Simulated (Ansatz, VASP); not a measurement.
## Nb in VASP and in Ansatz

The input INCAR:

```
SYSTEM = Nb
PREC = Accurate
ENCUT = 600
EDIFF = 1E-7
ISMEAR = -1
SIGMA = 0.1
LREAL = .FALSE.
LASPH = .TRUE.
NELM = 60
ALGO = Normal
ISIF = 3
LWAVE = .FALSE.
LCHARG = .FALSE.
GGA = PS
IBRION = 2
NSW = 80
EDIFFG = -0.01
```

KPOINTS

```
regular mesh
0
G
  12 12 4
  0 0 0
```

File POSCAR:

```
Nb
1.0
    2.9403180252      0.0000000000      0.0000000000
   -1.4701590126      2.5463901050      0.0000000000
    0.0000000000      0.0000000000      9.6030786702
Nb
4
Direct
    0.0000000000      0.0000000000      0.0000000000
    0.0000000000      0.0000000000      0.5000000000
    0.3333333333      0.6666666667      0.2500000000
    0.6666666667      0.3333333333      0.7500000000
```

Input for Ansatz:

```yaml
crystal:
  lattice:
    - [2.9403180252, 0.0, 0.0]
    - [-1.4701590126, 2.546390105, 0.0]
    - [0.0, 0.0, 9.6030786702]
  atoms:
    - { symbol: Nb, position: [0.0, 0.0, 0.0] }
    - { symbol: Nb, position: [0.0, 0.0, 0.5] }
    - { symbol: Nb, position: [0.3333333333, 0.6666666667, 0.25] }
    - { symbol: Nb, position: [0.6666666667, 0.3333333333, 0.75] }
hamiltonian:
  xc: pbesol
  pseudopotentials:
    kind: paw
    azcp:
      Nb: "pseudopotentials/Nb.paw.azcp"
basis:
  ecutwfc: 420
  fft_grid_basis: typed
kpoints:
  mp_grid: { grid: [12, 12, 4], shift: [0, 0, 0] }
magnetization:
  spin_polarized: false
scf:
  occupations: { method: fermi_dirac, width: 0.1 }
relax:
  max_steps: 60
  f_tol: 0.01
  cell: {}
output:
  write_density: true
  write_potential: true
  elf: true
  volumetric_format: npy
```

Alike in both runs: task relaxation of cell and atoms; functional PBEsol; k mesh 12 × 12 × 4; occupations fermi-dirac, width 0.1 eV; no spin polarisation.

|  | VASP | Ansatz |
| --- | --- | --- |
| version | VASP 6.6.1 | Ansatz 0.2.0 |
| potentials or method | VASP PAW PBE potentials, release 64 (Nb_sv), cutoff 600 eV | plane waves (420 eV) with PAW, scalar-relativistic |
| valence electrons in the cell | 52 | 52 |

Ansatz gave:

* relaxed volume (Å³/atom): 18.04
* relaxed cell length with the largest relative difference (Å): 10.409

Question: Which values does VASP return?

Answer: Relaxed volume (Å³/atom): 18.02; relaxed cell length with the largest relative difference (Å): 10.400.

VASP's potentials were made for PBE, not for PBEsol, and Ansatz warns of the same on its side.
